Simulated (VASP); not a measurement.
# Na (P6_3/mmc) in VASP: notebook

Na is run at these levels: PBEsol; tasks: single point.

All numbers are computed with VASP 6.6.1; they aren't measurements. Logs are shortened: lines on timing, memory, paths and dates and some standing lists are left out, and cuts for length are marked.

**1. The cell of the first run**

It takes space group P6_3/mmc (No. 194, hexagonal). Conventional cell: a = 2.630 Å, b = 2.630 Å, c = 4.238 Å, α = 90.00°, β = 90.00°, γ = 120.00°. Na (site symmetry -6m2) has 12 Na at 2.61 to 2.63 Å within 3.4 Å.

This isn't the form of Na at room conditions, which is bcc.

**2. Single point, PBEsol**

INCAR reads:

```
ALGO = Normal
EDIFF = 1E-6
ENCUT = 520
GGA = PS
ISIF = 2
ISMEAR = 0
LASPH = T
LCHARG = T
LELF = T
LREAL = F
LVHAR = T
LWAVE = F
NBANDS = 14
NELM = 80
PREC = Accurate
SIGMA = 0.05
```

KPOINTS reads:

```
k-points
0
Gamma
  12 12 7
```

POSCAR reads:

```
Na
1.0
    2.6301609467      0.0000000000      0.0000000000
   -1.3150804734      2.2777861959      0.0000000000
    0.0000000000      0.0000000000      4.2381937388
Na
2
Direct
    0.3333333333      0.6666666667      0.2500000000
    0.6666666667      0.3333333333      0.7500000000
```

Potentials or basis: VASP PAW PBE potentials, release 64 (Na_pv).

Command:

```bash
$ cat potpaw_PBE.64/Na_pv/POTCAR > POTCAR
$ mpirun -np 1 vasp_std > vasp.out
```

OUTCAR:

```text
EDIFF = 1E-6
   ENCUT = 520
   GGA = PS
   ISIF = 2
   ISMEAR = 0
   LASPH = T
   LREAL = F
   NELM = 80
   PREC = Accurate

 ion  position               nearest neighbor table
   1  0.333  0.667  0.250-   2 2.61   2 2.61   2 2.61   2 2.61   2 2.61   2 2.61
   2  0.667  0.333  0.750-   1 2.61   1 2.61   1 2.61   1 2.61   1 2.61   1 2.61

  LATTYP: Found a hexagonal cell.
 ALAT       =     2.6301609467
 C/A-ratio  =     1.6113818982

  Lattice vectors:

 A1 = (   2.6301609467,   0.0000000000,   0.0000000000)
 A2 = (  -1.3150804734,   2.2777861959,   0.0000000000)
 A3 = (   0.0000000000,   0.0000000000,   4.2381937388)

Analysis of symmetry for initial positions (statically):
=====================================================================
 Subroutine PRICEL returns:
 Original cell was already a primitive cell.

 Routine SETGRP: Setting up the symmetry group for a
 hexagonal supercell.

 Subroutine GETGRP returns: Found 24 space group operations
 (whereof 12 operations were pure point group operations)
 out of a pool of 24 trial point group operations.

The static configuration has the point symmetry D_3d.
 The point group associated with its full space group is D_6h.

Analysis of symmetry for dynamics (positions and initial velocities):
=====================================================================
 Subroutine PRICEL returns:
 Original cell was already a primitive cell.

 Routine SETGRP: Setting up the symmetry group for a
 hexagonal supercell.

 Subroutine GETGRP returns: Found 24 space group operations
 (whereof 12 operations were pure point group operations)
 out of a pool of 24 trial point group operations.

The dynamic configuration has the point symmetry D_3d.
 The point group associated with its full space group is D_6h.

 Subroutine INISYM returns: Found 24 space group operations
 (whereof 12 operations are pure point group operations),
 and found     1 'primitive' translations

----------------------------------------------------------------------------------------

                                     Primitive cell

  volume of cell :      25.3908

  direct lattice vectors                    reciprocal lattice vectors
     2.630160947  0.000000000  0.000000000     0.380204870  0.219511384  0.000000000
    -1.315080473  2.277786196  0.000000000     0.000000000  0.439022768  0.000000000
     0.000000000  0.000000000  4.238193739     0.000000000  0.000000000  0.235949572

  length of vectors
     2.630160947  2.630160947  4.238193739     0.439022768  0.439022768  0.235949572

  position of ions in fractional coordinates (direct lattice)
     0.333333333  0.666666667  0.250000000
     0.666666667  0.333333333  0.750000000

  ion indices of the primitive-cell ions
   primitive index   ion index
                 1           1
                 2           2

----------------------------------------------------------------------------------------

 KPOINTS: k-points

Automatic generation of k-mesh.
 Grid dimensions read from file:
 generate k-points for:   12   12    7

 Generating k-lattice:

  Cartesian coordinates                     Fractional coordinates (reciprocal lattice)
     0.031683739  0.018292615  0.000000000     0.083333333  0.000000000  0.000000000
     0.000000000  0.036585231  0.000000000     0.000000000  0.083333333  0.000000000
     0.000000000  0.000000000  0.033707082     0.000000000  0.000000000  0.142857143

  Length of vectors
     0.036585231  0.036585231  0.033707082

  Shift w.r.t. Gamma in fractional coordinates (k-lattice)
     0.000000000  0.000000000  0.000000000

 Subroutine IBZKPT returns following result:
 ===========================================

 Found     76 irreducible k-points:

 Following reciprocal coordinates:
            Coordinates               Weight
  0.000000  0.000000  0.000000      1.000000
  0.083333  0.000000  0.000000      6.000000
  0.166667  0.000000  0.000000      6.000000
  0.250000  0.000000  0.000000      6.000000
  0.333333  0.000000  0.000000      6.000000
  0.416667  0.000000  0.000000      6.000000
[... 16 lines left out ...]
  0.250000  0.000000  0.142857     12.000000
  0.333333  0.000000  0.142857     12.000000
 [... further k-points ...]
   k-points           NKPTS =     76   k-points in BZ     NKDIM =     76   number of bands    NBANDS=     14
   number of dos      NEDOS =    301   number of ions     NIONS =      2
   total plane-waves  NPLWV =  12800
   dimension x,y,z NGX =    20 NGY =   20 NGZ =   32
   dimension x,y,z NGXF=    40 NGYF=   40 NGZF=   64
   ions per type =               2
   NGX,Y,Z   is equivalent  to a cutoff of  12.64, 12.64, 12.55 a.u.
   NGXF,Y,Z  is equivalent  to a cutoff of  25.28, 25.28, 25.10 a.u.
 SYSTEM =  unknown system
   PREC   = accura    normal or accurate (medium, high low for compatibility)
   ISTART =      0    job   : 0-new  1-cont  2-samecut
   ICHARG =      2    charge: 1-file 2-atom 10-const
   ISPIN  =      1    spin polarized calculation?
   LNONCOLLINEAR =      F non collinear calculations
   LSORBIT =      F    spin-orbit coupling
   LASPH  =      T    aspherical Exc in radial PAW
   ENCUT  =  520.0 eV  38.22 Ry    6.18 a.u.   4.89  4.89  7.88*2*pi/ulx,y,z
   NELM   =     80;   NELMIN=  2; NELMDL= -5     # of ELM steps
   EDIFF  = 0.1E-05   stopping-criterion for ELM
   LREAL  =      F    real-space projection
   EDIFFG = 0.1E-04   stopping-criterion for IOM
   NSW    =      0    number of steps for IOM
   IBRION =     -1    ionic relax: 0-MD 1-quasi-New 2-CG
   NFREE  =      0    steps in history (QN), initial steepest desc. (CG)
   ISIF   =      2    stress and relaxation
   ISYM   =      2    0-nonsym 1-usesym 2-fastsym
   POTIM  = 0.5000    time-step for ionic-motion
   TEBEG  =    0.0;   TEEND  =   0.0 temperature during run
   PSTRESS=    0.0 pullay stress
   NELECT =      14.0000    total number of electrons
   NUPDOWN=      -1.0000    fix difference up-down
   EMIN   =  10.00;   EMAX   =-10.00  energy-range for DOS
   EFERMI =   0.00;   METHOD = LEGACY
   ISMEAR =     0;   SIGMA  =   0.05  broadening in eV -4-tet -1-fermi 0-gaus
   EFERMI_NEDOS =   21; number of points for ismear=-14 and -15
   IALGO  =     38    algorithm
   IMIX   =      4    mixing-type and parameters
     AMIX     =   0.40;   BMIX     =  1.00
     AMIX_MAG =   1.60;   BMIX_MAG =  1.00
  volume/ion in A,a.u.               =      12.70        85.67
  Fermi-wavevector in a.u.,A,eV,Ry     =   1.342432  2.536828 24.519364  1.802122
  Thomas-Fermi vector in A             =   2.470586
   LORBIT       =      0    0 simple, 1 ext, 2 COOP (PROOUT), +10 PAW based schemes
   GGA     = PS    functional components
   LHFCALC =     F    Hartree Fock is set to
   AEXX    =    0.0000 exact exchange contribution
   IVDW    =     0    specifies the selected vdW correction
   LEPSILON=     F    determine dielectric tensor
   LRPA    =     F    only Hartree local field effects (RPA)
 non-spin polarized calculation
 Gauss-broadening in eV      SIGMA  =   0.05
  energy-cutoff  :      520.00
  volume of cell :       25.39
 maximum number of plane-waves:       705
 NGX is ok and might be reduce to    20
   NGX =  9   NGY =  9   NGZ = 15

 number of electron      13.9999987 magnetization

 Free energy of the ion-electron system (eV)
  ---------------------------------------------------
  ext. energy  EPLUGINS =         0.00000000
  ---------------------------------------------------
  free energy    TOTEN  =         0.93227536 eV

  energy without entropy =        0.93270228  energy(sigma->0) =        0.93248882

 E-fermi :   6.3147     XC(G=0): -10.2498

 val. band max:        6.2867818866   @ k =   0.1667   0.1667   0.2857
 cond. band min:       6.3543450101   @ k =   0.0833   0.0833   0.1429
 fundamental gap:      0.0675631236
 Fermi energy:         6.3147179764

 k-point     1 :       0.0000    0.0000    0.0000
  band No.  band energies     occupation
      1     -20.1204      2.00000
      2     -19.2809      2.00000
      3     -19.2809      2.00000
      4     -19.1754      2.00000
      5     -19.1754      2.00000
      6     -19.1671      2.00000
      7      -0.2027      2.00000
      8       7.3024      0.00000
      9       8.3825      0.00000
     10      23.1307      0.00000
     11      23.1307      0.00000
     12      24.0449      0.00000
     13      25.3968      0.00000
     14      25.3968      0.00000

 k-point     2 :       0.0833    0.0000    0.0000
  band No.  band energies     occupation
      1     -20.0968      2.00000
      2     -19.3272      2.00000
      3     -19.2951      2.00000
      4     -19.2261      2.00000
      5     -19.1804      2.00000
      6     -19.1738      2.00000
      7       0.0298      2.00000
      8       7.4261      0.00000
      9       8.5866      0.00000
     10      20.4602      0.00000
     11      22.7376      0.00000
     12      23.5489      0.00000
     13      25.8127      0.00000
     14      25.9817      0.00000

 k-point     3 :       0.1667    0.0000    0.0000
  band No.  band energies     occupation
      1     -20.0299      2.00000
      2     -19.4573      2.00000
      3     -19.3568      2.00000
      4     -19.3321      2.00000
      5     -19.1953      2.00000
      6     -19.1945      2.00000
      7       0.7081      2.00000
      8       7.8021      0.00000
      9       9.1655      0.00000
     10      17.3736      0.00000
     11      21.2155      0.00000
     12      22.0812      0.00000
     13      23.1009      0.00000
     14      26.2207      0.00000
[... 324 lines left out ...]
 k-point    23 :       0.2500    0.0000    0.1429
  band No.  band energies     occupation
      1     -19.9229      2.00000
      2     -19.6249      2.00000
      3     -19.5378      2.00000
      4     -19.3722      2.00000
      5     -19.2393      2.00000
      6     -19.2261      2.00000
      7       1.9586      2.00000
      8       7.2978      0.00000
      9      11.2645      0.00000
     10      14.7455      0.00000
     11      18.3135      0.00000
     12      20.6040      0.00000
     13      21.5947      0.00000
     14      24.4174      0.00000

 k-point    24 :       0.3333    0.0000    0.1429
  band No.  band energies     occupation
      1     -19.9019      2.00000
      2     -19.7542      2.00000
      3     -19.6586      2.00000
      4     -19.4174      2.00000
      5     -19.2814      2.00000
      6     -19.2514      2.00000
      7       3.3543      2.00000
      8       8.3437      0.00000
      9      11.1207      0.00000
     10      13.1940      0.00000
     11      16.0221      0.00000
     12      18.6222      0.00000
     13      21.1801      0.00000
     14      23.5889      0.00000

 [... further k-points ...]
[... 5 lines left out ...]
  --------------------------------------------------------------------------------------
  -------------------------------------------------------------------------------------
  Total        9.5675213      9.5675213      9.5572726     -0.0000000      0.0000000      0.0000000
  in kB      603.7177335    603.7177335    603.0710314     -0.0000000      0.0000000      0.0000000
  external PRESSURE =     603.5021662 kB  Pullay stress =       0.0000000 kB

 VOLUME and BASIS-vectors are now :
 -----------------------------------------------------------------------------
  energy-cutoff  :      520.00
  volume of cell :       25.39
      direct lattice vectors                 reciprocal lattice vectors
     2.630160947  0.000000000  0.000000000     0.380204870  0.219511384  0.000000000
    -1.315080473  2.277786196  0.000000000     0.000000000  0.439022768  0.000000000
     0.000000000  0.000000000  4.238193739     0.000000000  0.000000000  0.235949572

 POSITION                                       TOTAL-FORCE (eV/Angst)
 -----------------------------------------------------------------------------------
     -0.00000      1.51852      1.05955         0.000000      0.000000      0.000000
      1.31508      0.75926      3.17865        -0.000000      0.000000     -0.000000
 -----------------------------------------------------------------------------------
    total drift:                               -0.000000      0.000000      0.000000

  FREE ENERGIE OF THE ION-ELECTRON SYSTEM (eV)
  ---------------------------------------------------
  free  energy   TOTEN  =         0.9322753612 eV

  energy  without entropy=        0.9327022771  energy(sigma->0) =        0.93248882
```

It took 7.5 s on 1 thread of Intel Xeon 6975P-C (Granite Rapids), shared host; peak memory 0.14 GiB.

Results:

| Item | Value |
| --- | --- |
| Free energy | 0.9323 eV |
| Pressure | 60.4 GPa |
| Band gap on the k mesh | zero (bands 7 and 8 overlap by 6.19 eV) |

Caveat: the cell stands under pressure; the PAW data sets were made with another functional, which shifts forces and pressure a little.

(Part 1 of 2 ends here.)

The gap in the log of VASP goes by the Fermi energy; the results here count the filled bands.